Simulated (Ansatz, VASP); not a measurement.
**Ru: VASP beside Ansatz**

The input INCAR:

```
SYSTEM = Ru
PREC = Accurate ; ENCUT = 520
EDIFF = 1E-6 ; ISMEAR = 0
SIGMA = 0.15 ; LREAL = .False.
LASPH = .True. ; NELM = 100
ALGO = Fast ; ISIF = 2
LWAVE = .False. ; LCHARG = .True.
GGA = PS ; LELF = .True.
LVHAR = .True. ; NBANDS = 21
```

File KPOINTS:

```
Automatic mesh
0
Gamma
  24 24 14
  0 0 0
```

File POSCAR:

```
Ru
1.0
    2.7567620996      0.0000000000      0.0000000000
   -1.3783810498      2.3874260104      0.0000000000
    0.0000000000      0.0000000000      4.0393249033
Ru
2
Direct
    0.3333333333      0.6666666667      0.2500000000
    0.6666666667      0.3333333333      0.7500000000
```

Input for Ansatz:

```yaml
crystal:
  lattice:
    - [2.7567620996, 0.0, 0.0]
    - [-1.3783810498, 2.3874260104, 0.0]
    - [0.0, 0.0, 4.0393249033]
  atoms:
    - { symbol: Ru, position: [0.3333333333, 0.6666666667, 0.25] }
    - { symbol: Ru, position: [0.6666666667, 0.3333333333, 0.75] }
basis:
  ecutwfc: 420
kpoints:
  mp_grid: { grid: [24, 24, 14] }
hamiltonian:
  xc: pbesol
scf:
  occupations: { method: gaussian, width: 0.15 }
output:
  forces: true
  stress: true
  eigenvalues: true
  write_density: true
  write_potential: true
  elf: true
  volumetric_format: npy
```

Change from the starting cell: strain +0.025 along x and y, -0.050 along z, atoms carried along.

Alike in both runs: task single point; functional PBEsol; k mesh 24 × 24 × 14; occupations gaussian, width 0.15 eV; no spin polarisation.

|  | VASP | Ansatz |
| --- | --- | --- |
| version | VASP 6.6.1 | Ansatz 0.2.0 |
| potentials or method | VASP PAW PBE potentials, release 64 (Ru_pv), cutoff 520 eV | scalar-relativistic, plane waves, PAW |
| valence electrons in the cell | 28 | 32 |

Ansatz gave:

| Item | Value |
| --- | --- |
| gap on the k mesh at the Fermi level (eV) | none |
| pressure (GPa) | 4.0 |
| traceless stress, the component that is largest in VASP (GPa) | 23.15 |

Estimate VASP's values.

gap on the k mesh at the Fermi level (eV): none; pressure (GPa): 4.0; traceless stress, the component that is largest in VASP (GPa): 23.18.

VASP's potentials were made for PBE, not for PBEsol. A gap of «none» marks a metal or a gap that the smearing closes. With one functional, cell and mesh, what is left measures potentials, basis and numerics. VASP's potentials hold 28 valence electrons a cell and Ansatz's 32, so a difference there can come from the potentials and not from the codes.
